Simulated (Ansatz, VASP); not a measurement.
## P: VASP beside Ansatz

The input INCAR:

```
ALGO = Normal ; EDIFF = 1E-6
ENCUT = 520 ; GGA = PE
ISIF = 2 ; ISMEAR = 0
LASPH = True ; LCHARG = False
LREAL = False ; LWAVE = False
NBANDS = 18 ; NELM = 80
PREC = Accurate ; SIGMA = 0.01
```

Contents of KPOINTS:

```
k-points
0
Gamma
  6 6 5
```

Contents of POSCAR:

```
P
1.0
    1.6582000000     -5.2420000000      0.0000000000
    1.6582000000      5.2420000000      0.0000000000
    0.0000000000      0.0000000000      4.3793000000
P
4
Direct
    0.8983800000      0.1016200000      0.0806800000
    0.6016200000      0.3983800000      0.5806800000
    0.1016200000      0.8983800000      0.9193200000
    0.3983800000      0.6016200000      0.4193200000
```

Input for Ansatz:

```yaml
crystal:
  lattice:
    - [1.6582, -5.242, 0.0]
    - [1.6582, 5.242, 0.0]
    - [0.0, 0.0, 4.3793]
  atoms:
    - { symbol: P, position: [0.89838, 0.10162, 0.08068] }
    - { symbol: P, position: [0.60162, 0.39838, 0.58068] }
    - { symbol: P, position: [0.10162, 0.89838, 0.91932] }
    - { symbol: P, position: [0.39838, 0.60162, 0.41932] }
kpoints:
  mp_grid:
    grid: [6, 6, 5]
hamiltonian:
  xc: pbe
scf:
  occupations:
    method: fixed
output:
  write_density: true
  band_densities:
    - { bands: [v1, v1] }
    - { bands: [c1, c1] }
  dos:
    de: 0.1
    method:
      smearing:
        sigma: 0.2
    projected: true
  xc_energy_on_converged_density: [rpbe, pbe, pbesol]
```

Alike in both runs: task single point; functional PBE; k mesh 6 × 6 × 5; no spin polarisation.

|  | VASP | Ansatz |
| --- | --- | --- |
| version | VASP 6.6.1 | Ansatz 0.2.0 |
| potentials or method | VASP PAW PBE potentials, release 64 (P) | plane waves, PAW |
| plane-wave cutoff (eV) | 520 | 420 |
| occupations | gaussian, width 0.01 eV | fixed |
| valence electrons in the cell | 20 | 20 |

VASP gave:

- gap on the k mesh at the Fermi level (eV): 0.13

Question: Estimate Ansatz's values.

Answer: gap on the k mesh at the Fermi level (eV): 0.12.
